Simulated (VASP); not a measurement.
Here is a VASP 6.6.1 calculation.

INCAR

```
  PREC = Accurate
  ENCUT = 520
  EDIFF = 1E-7
  ISMEAR = -1
  SIGMA = 0.1
  LREAL = False
  LASPH = True
  NELM = 80
  ALGO = Normal
  ISIF = 2
  LWAVE = False
  LCHARG = False
  GGA = PE
  NBANDS = 75
```

KPOINTS

```
regular mesh
0
Gamma
  4 4 4
```

Contents of POSCAR:

```
ZnAg2Cl4
1.0
    0.0000000000      5.3263109669      5.3263109669
    5.3263109669      0.0000000000      5.3263109669
    5.3263109669      5.3263109669      0.0000000000
Cl Ag Zn
8 4 2
Direct
    0.2476179577      0.2476179577      0.2476179577
    0.2428538732      0.7523820423      0.7523820423
    0.2476179577      0.2476179577      0.7571461268
    0.7523820423      0.2428538732      0.7523820423
    0.7571461268      0.2476179577      0.2476179577
    0.7523820423      0.7523820423      0.7523820423
    0.2476179577      0.7571461268      0.2476179577
    0.7523820423      0.7523820423      0.2428538732
    0.5000000000      0.5000000000      0.5000000000
    0.0000000000      0.5000000000      0.5000000000
    0.5000000000      0.5000000000      0.0000000000
    0.5000000000      0.0000000000      0.5000000000
    0.1250000000      0.1250000000      0.1250000000
    0.8750000000      0.8750000000      0.8750000000
```

Potentials or basis: VASP PAW PBE potentials, release 64 (Cl, Ag, Zn).

Launch:

```bash
$ cat potpaw_PBE.64/Cl/POTCAR potpaw_PBE.64/Ag/POTCAR potpaw_PBE.64/Zn/POTCAR > POTCAR
$ mpirun -np 1 vasp_std > vasp.out
```

Q: Predict the band gap on the k mesh.

A: 1.96 eV.

Q: Predict the largest force.

A: 0.027 eV/Å.

Q: Predict the pressure.

A: 5.0 GPa.

Forces in eV/Å, atoms in the order of the input:
```
Cl   0.016  0.016  0.016
Cl  -0.016  0.016  0.016
Cl  -0.016 -0.016  0.016
Cl   0.016 -0.016  0.016
Cl   0.016 -0.016 -0.016
Cl  -0.016 -0.016 -0.016
Cl  -0.016  0.016 -0.016
Cl   0.016  0.016 -0.016
Ag   0.000  0.000  0.000
Ag   0.000  0.000  0.000
Ag   0.000  0.000  0.000
Ag   0.000  0.000  0.000
Zn   0.000  0.000  0.000
Zn   0.000  0.000  0.000
```

Caveat: the cell stands under pressure.
